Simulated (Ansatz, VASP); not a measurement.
# MoS2: VASP beside Ansatz

```
S Mo
1.0
     3.15052    0.00000    0.00000
    -1.57526    2.72843    0.00000
     0.00000    0.00000   68.53257
S Mo
8 4
Direct
  0.33333 0.66667 0.34469
  0.33333 0.66667 0.39043
  0.66667 0.33333 0.43304
  0.66667 0.33333 0.47873
  0.33333 0.66667 0.52127
  0.33333 0.66667 0.56696
  0.66667 0.33333 0.60957
  0.66667 0.33333 0.65531
  0.66667 0.33333 0.36757
  0.33333 0.66667 0.45589
  0.66667 0.33333 0.54411
  0.33333 0.66667 0.63243
```

Alike in both runs: functional PBE; dispersion D3(BJ); k mesh 12 × 12 × 1; occupations gaussian, width 0.02 eV; no spin polarisation.

Ansatz relaxed the structure, and its values are those at the end. VASP's run is a single point on that final structure, the one shown.

|  | VASP | Ansatz |
| --- | --- | --- |
| version | VASP 6.6.1 | Ansatz 0.2.0 |
| potentials or method | VASP PAW PBE potentials, release 64 (S, Mo_sv), cutoff 520 eV | scalar-relativistic, plane waves, PAW |
| valence electrons in the cell | 104 | 104 |

VASP gave:

* gap on the k mesh at the Fermi level (eV): 0.94
* least direct gap on the mesh (eV): 1.72
* rms of the force components (eV/Å): 0.006

Question: Estimate Ansatz's values.

Answer: gap on the k mesh at the Fermi level (eV): 0.92; least direct gap on the mesh (eV): 1.71; rms of the force components (eV/Å): 0.000.
